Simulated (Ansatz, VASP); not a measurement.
# In3SbTe2: VASP beside Ansatz

File INCAR:

```
PREC = Accurate ; ENCUT = 520
EDIFF = 1E-6 ; ISMEAR = 0
SIGMA = 0.1 ; LREAL = False
LASPH = True ; NELM = 100
ALGO = Normal ; ISIF = 2
LWAVE = False ; LCHARG = False
GGA = PE ; NBANDS = 37
```

KPOINTS

```
regular mesh
0
Gamma
  6 6 6
```

Contents of POSCAR:

```
In3SbTe2
1.0
   -2.2368750600      3.1260209100      6.5127921100
    2.2368750600     -3.1260209100      6.5127921100
    2.2368750600      3.1260209100     -6.5127921100
In Sb Te
3 1 2
Direct
    0.0000000000      0.0000000000      0.0000000000
    0.6609619900      0.6609619900      0.0000000000
    0.3390380100      0.3390380100      0.0000000000
    0.5000000000      0.0000000000      0.5000000000
    0.1712700100      0.6712700100      0.5000000000
    0.8287299900      0.3287299900      0.5000000000
```

Input for Ansatz:

```yaml
crystal:
  lattice:
    - [-2.23687506, 3.12602091, 6.51279211]
    - [2.23687506, -3.12602091, 6.51279211]
    - [2.23687506, 3.12602091, -6.51279211]
  atoms:
    - { symbol: In, position: [0.0, 0.0, 0.0] }
    - { symbol: In, position: [0.66096199, 0.66096199, 0.0] }
    - { symbol: In, position: [0.33903801, 0.33903801, 0.0] }
    - { symbol: Sb, position: [0.5, 0.0, 0.5] }
    - { symbol: Te, position: [0.17127001, 0.67127001, 0.5] }
    - { symbol: Te, position: [0.82872999, 0.32872999, 0.5] }
basis:
  ecutwfc: 420
kpoints:
  mp_grid: { grid: [6, 6, 6] }
hamiltonian:
  xc: pbe
scf:
  occupations: { method: gaussian, width: 0.1 }
  lower_state_search: "off"
output:
  forces: true
  stress: true
  eigenvalues: true
```

Alike in both runs: task single point; functional PBE; k mesh 6 × 6 × 6; occupations gaussian, width 0.1 eV; no spin polarisation.

```csv
,VASP,Ansatz
version,VASP 6.6.1,Ansatz 0.2.0
potentials or method,"VASP PAW PBE potentials, release 64 (In_d, Sb, Te), cutoff 520 eV","scalar-relativistic, plane waves, PAW"
valence electrons in the cell,56,86
```

```csv
,VASP,Ansatz,Ansatz less VASP
gap on the k mesh at the Fermi level (eV),none,none,-
pressure (GPa),-0.2,-0.2,+0.02
"traceless stress, the component that is largest in VASP (GPa)",-0.39,-0.39,-0.003
rms of the force components (eV/Å),0.030,0.030,-0.0003
```

Atom by atom the forces differ by 0.000 eV/Å (rms over components). A gap of «none» marks a metal or a gap that the smearing closes. VASP's potentials hold 56 valence electrons a cell and Ansatz's 86, so a difference there can come from the potentials and not from the codes.

Spin-orbit coupling is off throughout.
